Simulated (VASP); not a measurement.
Write the native input for VASP 6.6.1 that does the following.

```yaml
Task: relaxation of cell and atoms
Functional: LDA
Potentials_or_basis: VASP PAW LDA potentials, release 64 (B, N)
Cutoff: 600 eV
k_mesh: 12 × 12 × 12
Occupations: gaussian, width 0.02 eV
Spin: no spin polarisation
Dipole_correction: no
Further_INCAR_settings: ALGO = Normal; EDIFF = 1e-07; IBRION = 2; EDIFFG = -0.002; NSW = 100; ISIF = 3
```

The structure of BN lies in POSCAR:

```
BN
1.0
    0.0000000000      1.7900533661      1.7900533661
    1.7900533661      0.0000000000      1.7900533661
    1.7900533661      1.7900533661      0.0000000000
B N
1 1
Direct
    0.0000000000      0.0000000000      0.0000000000
    0.2500000000      0.2500000000      0.2500000000
```

One way to write it, as run:

INCAR

```
SYSTEM = BN
PREC     = Accurate       ! precision mode
ENCUT    = 600            ! plane-wave cutoff, eV
EDIFF    = 1E-7           ! SCF threshold, eV
ISMEAR   = 0              ! smearing method
SIGMA    = 0.02           ! smearing width, eV
LREAL    = .FALSE.        ! projectors in reciprocal space
LASPH    = .TRUE.         ! aspherical terms in the spheres
NELM     = 120            ! most SCF steps
ALGO     = Normal         ! electronic algorithm
ISIF     = 3              ! what is computed and relaxed
LWAVE    = .FALSE.        ! write WAVECAR
LCHARG   = .FALSE.        ! write CHGCAR
GGA      = CA             ! functional
IBRION   = 2              ! ionic algorithm
NSW      = 100            ! ionic steps
EDIFFG   = -0.002         ! ionic threshold
GGA_COMPAT= .FALSE.      
NELMIN   = 4
```

KPOINTS

```
Automatic mesh
0
G
  12 12 12
  0 0 0
```

Potentials or basis: VASP PAW LDA potentials, release 64 (B, N).

Launch:

```sh
$ cat potpaw_LDA.64/B/POTCAR potpaw_LDA.64/N/POTCAR > POTCAR
$ mpirun -np 1 vasp_std > vasp.out
```

Results of the run:

```json
{
 "Relaxed volume": "5.75 Å³/atom",
 "Relaxed cell": "a = 2.533 Å, b = 2.533 Å, c = 2.533 Å, α = 60.00°, β = 60.00°, γ = 60.00°",
 "Space group after relaxing (to 0.1 Å)": "F-43m (No. 216)",
 "Energy gained by relaxing": "0.0 meV/atom",
 "Ionic steps": "3",
 "Pressure after relaxing": "0.0 GPa",
 "Band gap on the k mesh": "4.38 eV (least direct gap 8.81 eV)"
}
```

Wall time 22 s on 1 thread of Intel Xeon 8259CL, with other jobs on the host, peak memory 0.12 GiB.
